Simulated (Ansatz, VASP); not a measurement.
**Two plane-wave programs on Ag**

The input INCAR:

```
PREC = Accurate
ENCUT = 520
EDIFF = 1E-6
ISMEAR = -1
SIGMA = 0.1
LREAL = False
LASPH = True
NELM = 80
ALGO = Normal
ISIF = 2
LWAVE = False
LCHARG = False
GGA = RE
NBANDS = 12
```

The input KPOINTS:

```
Automatic mesh
0
Gamma
  18 18 18
```

File POSCAR:

```
Ag
1.0
    2.7483086592      0.0000000000      0.0000000000
    0.0000000000      2.7483086592      0.0000000000
    0.0000000000      0.0000000000      2.7483086592
Ag
1
Direct
    0.0000000000      0.0000000000      0.0000000000
```

Input for Ansatz:

```yaml
crystal:
  lattice:
    - [2.7483086592, 0.0, 0.0]
    - [0.0, 2.7483086592, 0.0]
    - [0.0, 0.0, 2.7483086592]
  atoms:
    - { symbol: Ag, position: [0.0, 0.0, 0.0] }
hamiltonian:
  xc: revpbe
  pseudopotentials:
    kind: paw
    azcp:
      Ag: "pseudopotentials/Ag.paw.azcp"
basis:
  ecutwfc: 420
  fft_grid_basis: typed
kpoints:
  mp_grid: { grid: [18, 18, 18], shift: [0, 0, 0] }
magnetization:
  spin_polarized: false
scf:
  occupations: { method: fermi_dirac, width: 0.1 }
output:
  stress: true
  write_density: true
  write_potential: true
  elf: true
  volumetric_format: npy
```

Alike in both runs: task single point; functional revPBE; k mesh 18 × 18 × 18; occupations fermi-dirac, width 0.1 eV; no spin polarisation.

|  | VASP | Ansatz |
| --- | --- | --- |
| version | VASP 6.6.1 | Ansatz 0.2.0 |
| potentials or method | VASP PAW PBE potentials, release 64 (Ag), cutoff 520 eV | plane waves (420 eV) with PAW, scalar-relativistic |
| valence electrons in the cell | 11 | 19 |

```tsv
	VASP	Ansatz	Ansatz less VASP
pressure (GPa)	2.4	2.5	+0.09
```

VASP's potentials were made for PBE, not for revPBE. With one functional, cell and mesh, what is left measures potentials, basis and numerics. VASP's potentials hold 11 valence electrons a cell and Ansatz's 19, so a difference there can come from the potentials and not from the codes.
